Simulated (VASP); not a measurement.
# Pd (C2/m) in VASP: electric field gradients with PBEsol

Aim: the electric field gradients of Pd with PBEsol.

All numbers are computed with VASP 6.6.1; they aren't measurements. Logs are shortened: lines on timing, memory, paths and dates and some standing lists are left out, and cuts for length are marked.

## Step 1: The cell of the first run

The structure is monoclinic, space group C2/m (No. 12). The conventional cell has a = 4.847 Å, b = 2.798 Å, c = 4.533 Å, α = 90.00°, β = 90.00°, γ = 90.00°. Within 3.4 Å of Pd (site symmetry m) lie 12 Pd at 2.56 to 3.06 Å.

## Step 2: Electric field gradients, PBEsol (shortest bond scaled by 1.1)

INCAR reads:

```
SYSTEM = Pd
PREC     = Accurate       ! precision mode
ENCUT    = 470            ! plane-wave cutoff, eV
EDIFF    = 1E-8           ! SCF threshold, eV
ISMEAR   = -1             ! smearing method
SIGMA    = 0.05           ! smearing width, eV
LREAL    = .FALSE.        ! projectors in reciprocal space
LASPH    = .TRUE.         ! aspherical terms in the spheres
NELM     = 120            ! most SCF steps
ALGO     = Normal         ! electronic algorithm
ISIF     = 2              ! what is computed and relaxed
LWAVE    = .FALSE.        ! write WAVECAR
LCHARG   = .FALSE.        ! write CHGCAR
GGA      = PS             ! functional
LEFG     = .TRUE.       
NBANDS   = 25             ! bands
GGA_COMPAT= .FALSE.
```

KPOINTS reads:

```
Automatic mesh
0
G
  12 12 7
  0 0 0
```

POSCAR reads:

```
Pd
1.0
    2.7983685316      0.0000000000      0.0000000000
   -1.3991842658      2.4234582375      0.0000000000
    0.0000000000      0.0000000000      4.5333570212
Pd
2
Direct
    0.3666666667      0.6833333333      0.2750000000
    0.6333333333      0.3166666667      0.7250000000
```

Potentials or basis: VASP PAW PBE potentials, release 64 (Pd_sv_GW).

On the command line:

```
cat potpaw_PBE.64/Pd_sv_GW/POTCAR > POTCAR
mpirun -np 1 vasp_std > vasp.out
```

OUTCAR:

```text
SYSTEM = Pd
   PREC = Accurate
   ENCUT = 470
   EDIFF = 1E-8
   ISMEAR = -1
   LREAL = .FALSE.
   LASPH = .TRUE.
   NELM = 120
   ISIF = 2
   GGA = PS

 ion  position               nearest neighbor table
   1  0.367  0.683  0.275-   2 2.56   2 2.56
   2  0.633  0.317  0.725-   1 2.56   1 2.56

  LATTYP: Found a hexagonal cell.
 ALAT       =     2.7983685316
 C/A-ratio  =     1.6200000000

  Lattice vectors:

 A1 = (   2.7983685316,   0.0000000000,   0.0000000000)
 A2 = (  -1.3991842658,   2.4234582375,   0.0000000000)
 A3 = (   0.0000000000,   0.0000000000,   4.5333570212)

Analysis of symmetry for initial positions (statically):
=====================================================================
 Subroutine PRICEL returns:
 Original cell was already a primitive cell.

 Routine SETGRP: Setting up the symmetry group for a
 hexagonal supercell.

 Subroutine GETGRP returns: Found  4 space group operations
 (whereof  4 operations were pure point group operations)
 out of a pool of 24 trial point group operations.

The static configuration has the point symmetry C_2h.

Analysis of symmetry for dynamics (positions and initial velocities):
=====================================================================
 Subroutine PRICEL returns:
 Original cell was already a primitive cell.

 Routine SETGRP: Setting up the symmetry group for a
 hexagonal supercell.

 Subroutine GETGRP returns: Found  4 space group operations
 (whereof  4 operations were pure point group operations)
 out of a pool of 24 trial point group operations.

The dynamic configuration has the point symmetry C_2h.

 Subroutine INISYM returns: Found  4 space group operations
 (whereof  4 operations are pure point group operations),
 and found     1 'primitive' translations

----------------------------------------------------------------------------------------

                                     Primitive cell

  volume of cell :      30.7440

  direct lattice vectors                    reciprocal lattice vectors
     2.798368532  0.000000000  0.000000000     0.357351074  0.206316739  0.000000000
    -1.399184266  2.423458237  0.000000000     0.000000000  0.412633477  0.000000000
     0.000000000  0.000000000  4.533357021     0.000000000  0.000000000  0.220587083

  length of vectors
     2.798368532  2.798368532  4.533357021     0.412633477  0.412633477  0.220587083

  position of ions in fractional coordinates (direct lattice)
     0.366666667  0.683333333  0.275000000
     0.633333333  0.316666667  0.725000000

  ion indices of the primitive-cell ions
   primitive index   ion index
                 1           1
                 2           2

----------------------------------------------------------------------------------------

 KPOINTS: Automatic mesh

Automatic generation of k-mesh.
 Grid dimensions read from file:
 generate k-points for:   12   12    7

 Generating k-lattice:

  Cartesian coordinates                     Fractional coordinates (reciprocal lattice)
     0.029779256  0.017193062  0.000000000     0.083333333  0.000000000  0.000000000
     0.000000000  0.034386123  0.000000000     0.000000000  0.083333333  0.000000000
     0.000000000  0.000000000  0.031512440     0.000000000  0.000000000  0.142857143

  Length of vectors
     0.034386123  0.034386123  0.031512440

  Shift w.r.t. Gamma in fractional coordinates (k-lattice)
     0.000000000  0.000000000  0.000000000

 Subroutine IBZKPT returns following result:
 ===========================================

 Found    277 irreducible k-points:

 Following reciprocal coordinates:
            Coordinates               Weight
  0.000000  0.000000  0.000000      1.000000
  0.083333  0.000000  0.000000      2.000000
  0.000000  0.083333  0.000000      4.000000
  0.166667  0.000000  0.000000      2.000000
  0.000000  0.166667  0.000000      4.000000
  0.250000  0.000000  0.000000      2.000000
[... 16 lines left out ...]
 -0.083333  0.416667  0.000000      4.000000
 -0.416667  0.333333  0.000000      4.000000
 [... further k-points ...]
   k-points           NKPTS =    277   k-points in BZ     NKDIM =    277   number of bands    NBANDS=     25
   number of dos      NEDOS =    301   number of ions     NIONS =      2
   total plane-waves  NPLWV =  12800
   dimension x,y,z NGX =    20 NGY =   20 NGZ =   32
   dimension x,y,z NGXF=    40 NGYF=   40 NGZF=   64
   ions per type =               2
   NGX,Y,Z   is equivalent  to a cutoff of  11.88, 11.88, 11.73 a.u.
   NGXF,Y,Z  is equivalent  to a cutoff of  23.76, 23.76, 23.47 a.u.
 SYSTEM =  Pd
   PREC   = accura    normal or accurate (medium, high low for compatibility)
   ISTART =      0    job   : 0-new  1-cont  2-samecut
   ICHARG =      2    charge: 1-file 2-atom 10-const
   ISPIN  =      1    spin polarized calculation?
   LNONCOLLINEAR =      F non collinear calculations
   LSORBIT =      F    spin-orbit coupling
   LASPH  =      T    aspherical Exc in radial PAW
   ENCUT  =  470.0 eV  34.54 Ry    5.88 a.u.   4.95  4.95  8.01*2*pi/ulx,y,z
   NELM   =    120;   NELMIN=  2; NELMDL= -5     # of ELM steps
   EDIFF  = 0.1E-07   stopping-criterion for ELM
   LREAL  =      F    real-space projection
   EDIFFG = 0.1E-06   stopping-criterion for IOM
   NSW    =      0    number of steps for IOM
   IBRION =     -1    ionic relax: 0-MD 1-quasi-New 2-CG
   NFREE  =      0    steps in history (QN), initial steepest desc. (CG)
   ISIF   =      2    stress and relaxation
   ISYM   =      2    0-nonsym 1-usesym 2-fastsym
   POTIM  = 0.5000    time-step for ionic-motion
   TEBEG  =    0.0;   TEEND  =   0.0 temperature during run
   PSTRESS=    0.0 pullay stress
   NELECT =      36.0000    total number of electrons
   NUPDOWN=      -1.0000    fix difference up-down
   EMIN   =  10.00;   EMAX   =-10.00  energy-range for DOS
   EFERMI =   0.00;   METHOD = LEGACY
   ISMEAR =    -1;   SIGMA  =   0.05  broadening in eV -4-tet -1-fermi 0-gaus
   EFERMI_NEDOS =   21; number of points for ismear=-14 and -15
   IALGO  =     38    algorithm
   IMIX   =      4    mixing-type and parameters
     AMIX     =   0.40;   BMIX     =  1.00
     AMIX_MAG =   1.60;   BMIX_MAG =  1.00
  volume/ion in A,a.u.               =      15.37       103.74
  Fermi-wavevector in a.u.,A,eV,Ry     =   1.725529  3.260777 40.510661  2.977450
  Thomas-Fermi vector in A             =   2.801012
   LORBIT       =      0    0 simple, 1 ext, 2 COOP (PROOUT), +10 PAW based schemes
   GGA     = PS    functional components
   LHFCALC =     F    Hartree Fock is set to
   AEXX    =    0.0000 exact exchange contribution
   IVDW    =     0    specifies the selected vdW correction
   LEPSILON=     F    determine dielectric tensor
   LRPA    =     F    only Hartree local field effects (RPA)
 non-spin polarized calculation
  energy-cutoff  :      470.00
  volume of cell :       30.74
 maximum number of plane-waves:       744
   NGX =  9   NGY =  9   NGZ = 17

 number of electron      35.9999987 magnetization

 Free energy of the ion-electron system (eV)
  ---------------------------------------------------
  ext. energy  EPLUGINS =         0.00000000
  ---------------------------------------------------
  free energy    TOTEN  =        -8.68527946 eV

  energy without entropy =       -8.63989974  energy(sigma->0) =       -8.66258960

 E-fermi :   7.7803     XC(G=0): -13.4288

 val. band max:        7.7782289381   @ k =  -0.1667  -0.4167   0.4286
 cond. band min:       7.7813512641   @ k =  -0.4167   0.4167   0.4286
 fundamental gap:      0.0031223260
 Fermi energy:         7.7802581798

 k-point     1 :       0.0000    0.0000    0.0000
  band No.  band energies     occupation
      1     -76.2332      2.00000
      2     -76.1636      2.00000
      3     -42.2076      2.00000
      4     -41.8723      2.00000
      5     -41.7880      2.00000
      6     -41.7671      2.00000
[... 17 lines left out ...]
     24      27.1233      0.00000
     25      28.6316      0.00000

 k-point     2 :       0.0833    0.0000    0.0000
  band No.  band energies     occupation
      1     -76.2306      2.00000
      2     -76.1625      2.00000
      3     -42.2017      2.00000
      4     -41.8779      2.00000
      5     -41.8105      2.00000
      6     -41.7765      2.00000
[... 17 lines left out ...]
     24      27.1763      0.00000
     25      27.5192      0.00000
[... 586 lines left out ...]
     24      22.6011      0.00000
     25      23.4578      0.00000

 k-point    24 :      -0.4167    0.3333    0.0000
  band No.  band energies     occupation
      1     -76.1883      2.00000
      2     -76.1573      2.00000
      3     -42.1267      2.00000
      4     -42.0784      2.00000
      5     -41.9529      2.00000
      6     -41.8830      2.00000
[... 17 lines left out ...]
     24      22.5603      0.00000
     25      23.4837      0.00000

 [... further k-points ...]

------------------------ aborting loop because EDIFF is reached ----------------------------------------

  FORCE on cell =-STRESS in cart. coord.  units (eV):
  Direction    XX          YY          ZZ          XY          YZ          ZX
  --------------------------------------------------------------------------------------
  -------------------------------------------------------------------------------------
  Total       -1.8115001     -1.3225814     -0.3660832     -0.4234160      0.1570643      0.2720441
  in kB      -94.4036045    -68.9243407    -19.0778737    -22.0656897      8.1851724     14.1771689
  external PRESSURE =     -60.8019396 kB  Pullay stress =       0.0000000 kB

 VOLUME and BASIS-vectors are now :
 -----------------------------------------------------------------------------
  energy-cutoff  :      470.00
  volume of cell :       30.74
      direct lattice vectors                 reciprocal lattice vectors
     2.798368532  0.000000000  0.000000000     0.357351074  0.206316739  0.000000000
    -1.399184266  2.423458237  0.000000000     0.000000000  0.412633477  0.000000000
     0.000000000  0.000000000  4.533357021     0.000000000  0.000000000  0.220587083

 POSITION                                       TOTAL-FORCE (eV/Angst)
 -----------------------------------------------------------------------------------
      0.06996      1.65603      1.24667        -0.145818     -0.084188     -2.006000
      1.32923      0.76743      3.28668         0.145818      0.084188      2.006000
 -----------------------------------------------------------------------------------
    total drift:                               -0.000000      0.000000     -0.000000

  FREE ENERGIE OF THE ION-ELECTRON SYSTEM (eV)
  ---------------------------------------------------
  free  energy   TOTEN  =        -8.6852794631 eV

  energy  without entropy=       -8.6398997405  energy(sigma->0) =       -8.66258960

 Electric field gradients (V/A^2)
---------------------------------------------------------------------
 ion       V_xx      V_yy      V_zz      V_xy      V_xz      V_yz
---------------------------------------------------------------------
   1      -5.509    -2.080     7.590    -2.978    10.565     6.100
   2      -5.509    -2.080     7.590    -2.978    10.565     6.100
---------------------------------------------------------------------

 Electric field gradients after diagonalization (V/A^2)
 (convention: |V_zz| > |V_xx| > |V_yy|)
----------------------------------------------------------------------
 ion       V_xx      V_yy      V_zz     asymmetry (V_yy - V_xx)/ V_zz
----------------------------------------------------------------------
   1     -14.094    -0.358    14.453       0.950
   2     -14.094    -0.358    14.453       0.950
----------------------------------------------------------------------

           NMR quadrupolar parameters

 Cq : quadrupolar parameter    Cq=e*Q*V_zz/h
 eta: asymmetry parameters     (V_yy - V_xx)/ V_zz
 Q  : nuclear electric quadrupole moment in mb (millibarn)
----------------------------------------------------------------------
 ion       Cq(MHz)       eta       Q (mb)
----------------------------------------------------------------------
   1       0.035       0.950       1.000
   2       0.035       0.950       1.000
----------------------------------------------------------------------
```

It took 76 s on 1 thread of Intel Xeon 6975P-C (Granite Rapids), shared host; peak memory 0.29 GiB.

What came out:

* Free energy: -8.6853 eV
* Pressure: -6.1 GPa
* Largest force: 2.013 eV/Å
* Band gap on the k mesh: zero (bands 18 and 19 overlap by 0.68 eV)
* Largest electric field gradient by atom: Pd +14.5 V/Å²

Forces in eV/Å, atoms in the order of the input:
```
Pd  -0.146 -0.084 -2.006
Pd   0.146  0.084  2.006
```

Levels at points of the mesh, in eV from the Fermi level:
```tsv
k point	band 16	band 17	band 18	band 19	band 20	band 21
(0.00, 0.00, 0.00)	-1.79	-1.35	-0.50	0.07	1.17	6.67
(0.50, 0.00, 0.00)	-0.07	-0.05	0.25	1.97	4.65	8.17
(0.00, 0.50, 0.00)	-0.19	-0.07	0.20	2.60	4.05	9.01
```

Electric field gradients, principal values (V/Å²):
```csv
atom,least,middle,greatest (by size)
1 Pd,-0.358,-14.094,14.453
2 Pd,-0.358,-14.094,14.453
```

Caveat: the cell differs from its parent crystal (shortest bond scaled by 1.1); the stress differs along the axes, from -9 to -2 GPa; without QUAD_EFG the Cq values of the log hold for a quadrupole moment of 1 mb, not for the nuclei; the PAW data sets were made with another functional, which shifts forces and pressure a little.
